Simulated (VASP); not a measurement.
Runs of VASP 6.6.1 on Sn. The structure is that of space group I4/mmm (No. 139), or close to it. The cells are those of the table. 

```tsv
task	level	potentials or basis	spin	cell	k mesh	cutoff (eV)	gap on the mesh (eV)	pressure (GPa)
single point	PBEsol+D4	VASP PAW PBE potentials, release 64 (Sn_d)	off	a = 3.235 Å, angles 105.0, 105.0, 118.8°, 1 atom	10 × 10 × 10	520	none	-0.1
single point	r2SCAN	VASP PAW PBE potentials, release 64 (Sn_d)	off	a = 3.293 Å, angles 104.5, 104.5, 119.9°, 1 atom	10 × 10 × 10	520	none	0.5
single point	r2SCAN	VASP PAW PBE potentials, release 64 (Sn_d)	off	a = 3.271 Å, angles 104.5, 104.5, 119.9°, 1 atom	10 × 10 × 10	520	none	1.7
relaxation of cell and atoms	RPBE+D3(BJ)	VASP PAW PBE potentials, release 64 (Sn_d)	off	relaxed from a = 3.316 Å, angles 104.5, 104.5, 119.9°, 1 atom	10 × 10 × 10	600	none	0.1
single point	LDA	VASP PAW LDA potentials, release 64 (Sn_d)	non-collinear, zero start, SOC	a = 3.316 Å, angles 104.5, 104.5, 119.9°, 1 atom	7 × 7 × 7	520	-	(a)
```

Alike in all rows: smearing fermi-dirac 0.05 eV.

Task: Estimate the missing entries.

Result: (a) -2.6.

Caveats: the PAW data sets were made with another functional, which shifts forces and pressure a little (at least some runs); spin-orbit coupling is left out, which moves the levels of the heavy elements (at least some runs).

A k mesh can miss the band edges, and rows without SOC leave out spin-orbit coupling on Sn.

A gap of «none» marks levels without a gap at the run's occupations.
